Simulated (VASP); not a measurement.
# Si (a cell with a defect) in VASP: single point with PBEsol

Aim: the single point of Si (a cell with a defect) with PBEsol.

Program: VASP 6.6.1. These are calculated values, not measurements. Logs are shortened: lines on timing, memory, paths and dates and some standing lists are left out, and cuts for length are marked.

## 1. The cell of the first run

The cell holds a defect, 17 atoms: a = 7.679 Å, b = 7.679 Å, c = 7.679 Å, α = 60.00°, β = 60.00°, γ = 60.00°.

## 2. Single point, PBEsol

INCAR reads:

```
PREC = Accurate
ENCUT = 520
EDIFF = 1E-6
ISMEAR = -1
SIGMA = 0.05
LREAL = Auto
LASPH = T
NELM = 60
ALGO = Normal
ISIF = 2
LWAVE = F
LCHARG = T
GGA = PS
LELF = T
LVHAR = T
NBANDS = 48
```

KPOINTS reads:

```
Automatic mesh
0
Gamma
  2 2 2
```

POSCAR reads:

```
Si
1.0
    0.0000000000      5.4300000000      5.4300000000
    5.4300000000      0.0000000000      5.4300000000
    5.4300000000      5.4300000000      0.0000000000
Si
17
Direct
   -0.0080667587     -0.0014192449     -0.0016269797
    0.0741775322      0.1420668508      0.1418359116
   -0.0080489871     -0.0014388582      0.5110278085
    0.1335175875      0.1137962247      0.6262999079
   -0.0079747698      0.5112475138     -0.0016898711
    0.1336380295      0.6265104052      0.1135094843
    0.0515575506      0.4829621547      0.4826844383
    0.1336537753      0.6264911602      0.6262360958
    0.4504783610      0.0166848066      0.0163825967
    0.6199817680      0.1155707182      0.1153707182
    0.5054779006     -0.0242631676      0.5093541436
    0.6199983425      0.1155359116      0.6490038674
    0.5055962247      0.5095958564     -0.0245214549
    0.6200697053      0.6493181400      0.1152428177
    0.5056100368      0.5095686004      0.5092247698
    0.6752263352      0.6083950276      0.6081296501
    0.5626520258      0.3125872007      0.3123358195
```

Potentials or basis: VASP PAW PBE potentials, release 64 (Si).

Started as:

```console
$ cat potpaw_PBE.64/Si/POTCAR > POTCAR
$ mpirun -np 1 vasp_std > vasp.out
```

OUTCAR:

```text
PREC = Accurate
   ENCUT = 520
   EDIFF = 1E-6
   ISMEAR = -1
   LREAL = Auto
   LASPH = T
   NELM = 60
   ISIF = 2
   GGA = PS

 ion  position               nearest neighbor table
   1  0.992  0.999  0.998-   2 2.33  10 2.33   4 2.34   6 2.34
   2  0.074  0.142  0.142-   5 2.33   1 2.33   3 2.33   9 2.36
   3  0.992  0.999  0.511-   2 2.33  12 2.33   4 2.34   8 2.34
   4  0.134  0.114  0.626-   7 2.33  11 2.33   3 2.34   1 2.34
   5  0.992  0.511  0.998-   2 2.33  14 2.33   8 2.34   6 2.34
   6  0.134  0.627  0.114-   7 2.33  13 2.33   5 2.34   1 2.34
   7  0.052  0.483  0.483-   6 2.33   8 2.33   4 2.33  16 2.36
   8  0.134  0.626  0.626-   7 2.33  15 2.33   3 2.34   5 2.34
   9  0.450  0.017  0.016-  10 2.32  14 2.32  12 2.32   2 2.36
  10  0.620  0.116  0.115-   9 2.32   1 2.33  17 2.39  11 2.47  13 2.47
  11  0.505  0.976  0.509-  16 2.32   4 2.33  17 2.39  12 2.47  10 2.47
  12  0.620  0.116  0.649-   9 2.32   3 2.33  17 2.39  11 2.47  15 2.47
  13  0.506  0.510  0.975-  16 2.32   6 2.33  17 2.39  14 2.47  10 2.47
  14  0.620  0.649  0.115-   9 2.32   5 2.33  17 2.39  13 2.47  15 2.47
  15  0.506  0.510  0.509-  16 2.32   8 2.33  17 2.39  14 2.47  12 2.47
  16  0.675  0.608  0.608-  15 2.32  13 2.32  11 2.32   7 2.36
  17  0.563  0.313  0.312-  10 2.39  12 2.39  15 2.39  13 2.39  14 2.39  11 2.39

  LATTYP: Found a face centered cubic cell.
 ALAT       =    10.8600000000

  Lattice vectors:

 A1 = (   0.0000000000,   5.4300000000,   5.4300000000)
 A2 = (   5.4300000000,   0.0000000000,   5.4300000000)
 A3 = (   5.4300000000,   5.4300000000,   0.0000000000)

Analysis of symmetry for initial positions (statically):
=====================================================================
 Subroutine PRICEL returns:
 Original cell was already a primitive cell.

 Routine SETGRP: Setting up the symmetry group for a
 face centered cubic supercell.

 Subroutine GETGRP returns: Found  1 space group operations
 (whereof  1 operations were pure point group operations)
 out of a pool of 48 trial point group operations.

The static configuration has the point symmetry C_1 .

Analysis of symmetry for dynamics (positions and initial velocities):
=====================================================================
 Subroutine PRICEL returns:
 Original cell was already a primitive cell.

 Routine SETGRP: Setting up the symmetry group for a
 face centered cubic supercell.

 Subroutine GETGRP returns: Found  1 space group operations
 (whereof  1 operations were pure point group operations)
 out of a pool of 48 trial point group operations.

The dynamic configuration has the point symmetry C_1 .

 Subroutine INISYM returns: Found  1 space group operations
 (whereof  1 operations are pure point group operations),
 and found     1 'primitive' translations

----------------------------------------------------------------------------------------

                                     Primitive cell

  volume of cell :     320.2060

  direct lattice vectors                    reciprocal lattice vectors
     0.000000000  5.430000000  5.430000000    -0.092081031  0.092081031  0.092081031
     5.430000000  0.000000000  5.430000000     0.092081031 -0.092081031  0.092081031
     5.430000000  5.430000000  0.000000000     0.092081031  0.092081031 -0.092081031

  length of vectors
     7.679179644  7.679179644  7.679179644     0.159489025  0.159489025  0.159489025

  position of ions in fractional coordinates (direct lattice)
     0.991933241  0.998580755  0.998373020
     0.074177532  0.142066851  0.141835912
     0.991951013  0.998561142  0.511027809
     0.133517588  0.113796225  0.626299908
     0.992025230  0.511247514  0.998310129
     0.133638029  0.626510405  0.113509484
[... 9 lines left out ...]
     0.675226335  0.608395028  0.608129650
     0.562652026  0.312587201  0.312335819

  ion indices of the primitive-cell ions
   primitive index   ion index
                 1           1
                 2           2
                 3           3
                 4           4
                 5           5
                 6           6
[... 9 lines left out ...]
                16          16
                17          17

----------------------------------------------------------------------------------------

 KPOINTS: Automatic mesh

Automatic generation of k-mesh.
 Grid dimensions read from file:
 generate k-points for:    2    2    2

 Generating k-lattice:

  Cartesian coordinates                     Fractional coordinates (reciprocal lattice)
    -0.046040516  0.046040516  0.046040516     0.500000000  0.000000000  0.000000000
     0.046040516 -0.046040516  0.046040516     0.000000000  0.500000000  0.000000000
     0.046040516  0.046040516 -0.046040516     0.000000000  0.000000000  0.500000000

  Length of vectors
     0.079744512  0.079744512  0.079744512

  Shift w.r.t. Gamma in fractional coordinates (k-lattice)
     0.000000000  0.000000000  0.000000000

 Subroutine IBZKPT returns following result:
 ===========================================

 Found      8 irreducible k-points:

 Following reciprocal coordinates:
            Coordinates               Weight
  0.000000  0.000000  0.000000      1.000000
  0.500000  0.000000  0.000000      1.000000
  0.000000  0.500000  0.000000      1.000000
  0.000000  0.000000  0.500000      1.000000
  0.500000  0.500000  0.500000      1.000000
  0.500000  0.500000  0.000000      1.000000
  0.000000  0.500000  0.500000      1.000000
  0.500000  0.000000  0.500000      1.000000
   k-points           NKPTS =      8   k-points in BZ     NKDIM =      8   number of bands    NBANDS=     48
   number of dos      NEDOS =    301   number of ions     NIONS =     17
   total plane-waves  NPLWV = 216000
   dimension x,y,z NGX =    60 NGY =   60 NGZ =   60
   dimension x,y,z NGXF=   120 NGYF=  120 NGZF=  120
   ions per type =              17
   NGX,Y,Z   is equivalent  to a cutoff of  12.99, 12.99, 12.99 a.u.
   NGXF,Y,Z  is equivalent  to a cutoff of  25.98, 25.98, 25.98 a.u.
 SYSTEM =  unknown system
   PREC   = accura    normal or accurate (medium, high low for compatibility)
   ISTART =      0    job   : 0-new  1-cont  2-samecut
   ICHARG =      2    charge: 1-file 2-atom 10-const
   ISPIN  =      1    spin polarized calculation?
   LNONCOLLINEAR =      F non collinear calculations
   LSORBIT =      F    spin-orbit coupling
   LASPH  =      T    aspherical Exc in radial PAW
   ENCUT  =  520.0 eV  38.22 Ry    6.18 a.u.  14.28 14.28 14.28*2*pi/ulx,y,z
   NELM   =     60;   NELMIN=  2; NELMDL= -5     # of ELM steps
   EDIFF  = 0.1E-05   stopping-criterion for ELM
   LREAL  =      T    real-space projection
   EDIFFG = 0.1E-04   stopping-criterion for IOM
   NSW    =      0    number of steps for IOM
[... 5 lines left out ...]
   TEBEG  =    0.0;   TEEND  =   0.0 temperature during run
   PSTRESS=    0.0 pullay stress
   NELECT =      68.0000    total number of electrons
   NUPDOWN=      -1.0000    fix difference up-down
   EMIN   =  10.00;   EMAX   =-10.00  energy-range for DOS
   EFERMI =   0.00;   METHOD = LEGACY
   ISMEAR =    -1;   SIGMA  =   0.05  broadening in eV -4-tet -1-fermi 0-gaus
   EFERMI_NEDOS =   21; number of points for ismear=-14 and -15
   IALGO  =     38    algorithm
   IMIX   =      4    mixing-type and parameters
     AMIX     =   0.40;   BMIX     =  1.00
     AMIX_MAG =   1.60;   BMIX_MAG =  1.00
  volume/ion in A,a.u.               =      18.84       127.11
  Fermi-wavevector in a.u.,A,eV,Ry     =   0.976715  1.845724 12.979587  0.953973
  Thomas-Fermi vector in A             =   2.107356
   LORBIT       =      0    0 simple, 1 ext, 2 COOP (PROOUT), +10 PAW based schemes
   GGA     = PS    functional components
   LHFCALC =     F    Hartree Fock is set to
   AEXX    =    0.0000 exact exchange contribution
   IVDW    =     0    specifies the selected vdW correction
   LEPSILON=     F    determine dielectric tensor
   LRPA    =     F    only Hartree local field effects (RPA)
 non-spin polarized calculation
  energy-cutoff  :      520.00
  volume of cell :      320.21
 maximum number of plane-waves:      8646
 NGX is ok and might be reduce to    60
   NGX = 29   NGY = 29   NGZ = 29

 number of electron      68.0000001 magnetization

 Free energy of the ion-electron system (eV)
  ---------------------------------------------------
  ext. energy  EPLUGINS =         0.00000000
  ---------------------------------------------------
  free energy    TOTEN  =       -93.63643416 eV

  energy without entropy =      -93.60688941  energy(sigma->0) =      -93.62166179

 E-fermi :   6.6007     XC(G=0):  -9.8199

 val. band max:        6.3816053705   @ k =   0.0000   0.5000   0.5000
 cond. band min:       6.6258741570   @ k =   0.0000   0.0000   0.0000
 fundamental gap:      0.2442687865
 Fermi energy:         6.6006824424

 k-point     1 :       0.0000    0.0000    0.0000
  band No.  band energies     occupation
      1      -6.2893      2.00000
      2      -3.9650      2.00000
      3      -3.6862      2.00000
      4      -3.6861      2.00000
      5      -3.4514      2.00000
      6      -2.5975      2.00000
[... 38 lines left out ...]
     45       8.6717      0.00000
     46       8.7342      0.00000

 k-point     2 :       0.5000    0.0000    0.0000
  band No.  band energies     occupation
      1      -5.8907      2.00000
      2      -4.9420      2.00000
      3      -3.4651      2.00000
      4      -3.4650      2.00000
      5      -3.4334      2.00000
      6      -3.0623      2.00000
[... 38 lines left out ...]
     45       9.7271      0.00000
     46      10.1539      0.00000

 k-point     3 :       0.0000    0.5000    0.0000
  band No.  band energies     occupation
      1      -5.8139      2.00000
      2      -5.0655      2.00000
      3      -3.6903      2.00000
      4      -3.4963      2.00000
      5      -3.2426      2.00000
      6      -3.0794      2.00000
[... 234 lines left out ...]
     45      10.3242      0.00000
     46      10.3536      0.00000

 k-point     8 :       0.5000    0.0000    0.5000
  band No.  band energies     occupation
      1      -5.6840      2.00000
      2      -4.7747      2.00000
      3      -4.1231      2.00000
      4      -3.9396      2.00000
      5      -3.8568      2.00000
      6      -3.6937      2.00000
[... 38 lines left out ...]
     45      10.3242      0.00000
     46      10.3536      0.00000
 [bands above 46 left out]

------------------------ aborting loop because EDIFF is reached ----------------------------------------

  FORCE on cell =-STRESS in cart. coord.  units (eV):
  Direction    XX          YY          ZZ          XY          YZ          ZX
  --------------------------------------------------------------------------------------
  -------------------------------------------------------------------------------------
  Total        6.0771068      6.0746987      6.0645697      0.9615684     -0.9506315      0.9534846
  in kB       30.4073077     30.3952583     30.3445773      4.8112871     -4.7565636      4.7708393
  external PRESSURE =      30.3823811 kB  Pullay stress =       0.0000000 kB

 VOLUME and BASIS-vectors are now :
 -----------------------------------------------------------------------------
  energy-cutoff  :      520.00
  volume of cell :      320.21
      direct lattice vectors                 reciprocal lattice vectors
     0.000000000  5.430000000  5.430000000    -0.092081031  0.092081031  0.092081031
     5.430000000  0.000000000  5.430000000     0.092081031 -0.092081031  0.092081031
     5.430000000  5.430000000  0.000000000     0.092081031  0.092081031 -0.092081031

 POSITION                                       TOTAL-FORCE (eV/Angst)
 -----------------------------------------------------------------------------------
     10.84346     10.80736     10.80849        -0.001676     -0.009054     -0.008941
      1.54159      1.17295      1.17421         0.025307     -0.025105     -0.026111
      8.19707      8.16118     10.80848         0.009354      0.001670     -0.009080
      4.01872      4.12581      1.34291        -0.009787      0.009407      0.000613
      8.19690     10.80752      8.16277         0.010033     -0.009897      0.001301
      4.01831      1.34201      4.12761        -0.009002      0.000167      0.009414
[... 9 lines left out ...]
      6.60573      6.96862      6.97006        -0.014622      0.015355      0.015501
      3.39333      4.75118      4.75255         0.001182     -0.001086     -0.000786
 -----------------------------------------------------------------------------------
    total drift:                               -0.002713      0.004593     -0.000234

  FREE ENERGIE OF THE ION-ELECTRON SYSTEM (eV)
  ---------------------------------------------------
  free  energy   TOTEN  =       -93.6364341634 eV

  energy  without entropy=      -93.6068894150  energy(sigma->0) =      -93.62166179
```

Wall time 3.2 min (1 thread of AMD EPYC 9R45 (Zen 5), shared host); peak memory 0.43 GiB.

What came out:

- Free energy: -93.6364 eV
- Pressure: 3.0 GPa
- Largest force: 0.048 eV/Å
- Band gap on the k mesh: zero (bands 34 and 35 overlap by 0.02 eV)

Forces on the atoms (eV/Å):
```
Si  -0.002 -0.009 -0.009
Si   0.025 -0.025 -0.026
Si   0.009  0.002 -0.009
Si  -0.010  0.009  0.001
Si   0.010 -0.010  0.001
Si  -0.009  0.000  0.009
Si  -0.027  0.028  0.028
Si   0.000  0.009  0.010
Si   0.017 -0.017 -0.018
Si  -0.002 -0.011 -0.009
Si  -0.010  0.009  0.000
Si   0.011  0.001 -0.009
Si  -0.010 -0.001  0.009
Si   0.009 -0.009 -0.002
Si   0.001  0.010  0.010
Si  -0.015  0.015  0.016
Si   0.001 -0.001 -0.001
```

Caveat: the k points lie up to 0.50 Å⁻¹ apart; the PAW data sets were made with another functional, which shifts forces and pressure a little.
